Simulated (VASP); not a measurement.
A run of VASP 6.6.1 is set up as follows.

File INCAR:

```
PREC = Accurate
ENCUT = 520
EDIFF = 1E-6
ISMEAR = 0
SIGMA = 0.02
LREAL = False
LASPH = True
NELM = 100
ALGO = Normal
ISIF = 2
LWAVE = False
LCHARG = False
GGA = PS
NBANDS = 16
```

File KPOINTS:

```
regular mesh
0
Gamma
  8 8 6
```

POSCAR

```
BeS
1.0
    2.5277022348      2.5277022348      0.0000000000
   -2.5277022348      2.5277022348      0.0000000000
    0.0000000000      0.0000000000      4.6516486833
Be S
2 2
Direct
    0.0000000000      0.0000000000      0.0000000000
    0.5000000000      0.5000000000      0.5000000000
    0.5000000000      0.0000000000      0.2500000000
    0.0000000000      0.5000000000      0.7500000000
```

Potentials or basis: VASP PAW PBE potentials, release 64 (Be, S).

Launch:

```sh
$ cat potpaw_PBE.64/Be/POTCAR potpaw_PBE.64/S/POTCAR > POTCAR
$ mpirun -np 1 vasp_std > vasp.out
```

Question: Predict the band gap on the k mesh.

Answer: 2.41 eV.

Question: Estimate the pressure.

Answer: -4.3 GPa.

Stress tensor (GPa, compression positive):
```
-6.46  0.00  0.00
 0.00 -6.46  0.00
 0.00  0.00  0.12
```

Caveat: the cell differs from its parent crystal (biaxial strain in the a-b plane: +4.5 %, then relaxed in part); the PAW data sets were made with another functional, which shifts forces and pressure a little. A k mesh can miss the band edges.
